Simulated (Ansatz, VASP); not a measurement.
## CuI in VASP and in Ansatz

Contents of INCAR:

```
SYSTEM = CuI
  PREC = Accurate
  ENCUT = 520
  EDIFF = 1E-6
  ISMEAR = 0
  SIGMA = 0.05
  LREAL = .FALSE.
  LASPH = .TRUE.
  NELM = 100
  ALGO = Normal
  ISIF = 2
  LWAVE = .FALSE.
  LCHARG = .TRUE.
  GGA = PE
  LELF = .TRUE.
  LVHAR = .TRUE.
  NBANDS = 16
```

The input KPOINTS:

```
Automatic mesh
0
G
  8 8 8
  0 0 0
```

The input POSCAR:

```
CuI
1.0
    0.0000000000      3.2797758695      3.1506012195
    3.1506012195      0.0000000000      3.1506012195
    3.1506012195      3.2797758695      0.0000000000
Cu I
1 1
Direct
    0.7500000000      0.7500000000      0.7500000000
    0.0000000000      0.0000000000      0.0000000000
```

Input for Ansatz:

```yaml
crystal:
  lattice:
    - [0.0, 3.2797758695, 3.1506012195]
    - [3.1506012195, 0.0, 3.1506012195]
    - [3.1506012195, 3.2797758695, 0.0]
  atoms:
    - { symbol: Cu, position: [0.75, 0.75, 0.75] }
    - { symbol: I, position: [0.0, 0.0, 0.0] }
basis:
  ecutwfc: 520.0
kpoints:
  mp_grid: { grid: [8, 8, 8] }
hamiltonian:
  xc: pbe
scf:
  occupations: { method: gaussian, width: 0.05 }
output:
  forces: true
  stress: true
  eigenvalues: true
```

Alike in both runs: task single point; functional PBE; k mesh 8 × 8 × 8; occupations gaussian, width 0.05 eV; no spin polarisation.

|  | VASP | Ansatz |
| --- | --- | --- |
| version | VASP 6.6.1 | Ansatz 0.2.0 |
| potentials or method | VASP PAW PBE potentials, release 64 (Cu, I), cutoff 520 eV | scalar-relativistic, plane waves, PAW |
| valence electrons in the cell | 18 | 36 |

Ansatz gave:

```
gap on the k mesh at the Fermi level (eV)                     : 0.76
least direct gap on the mesh (eV)                             : 0.76
pressure (GPa)                                                : -3.9
traceless stress, the component that is largest in VASP (GPa) : -0.50
```

Task: Estimate VASP's values.

Result: gap on the k mesh at the Fermi level (eV): 0.77; least direct gap on the mesh (eV): 0.77; pressure (GPa): -3.9; traceless stress, the component that is largest in VASP (GPa): -0.50.

VASP's potentials hold 18 valence electrons a cell and Ansatz's 36, so a difference there can come from the potentials and not from the codes.

Spin-orbit coupling is off throughout.
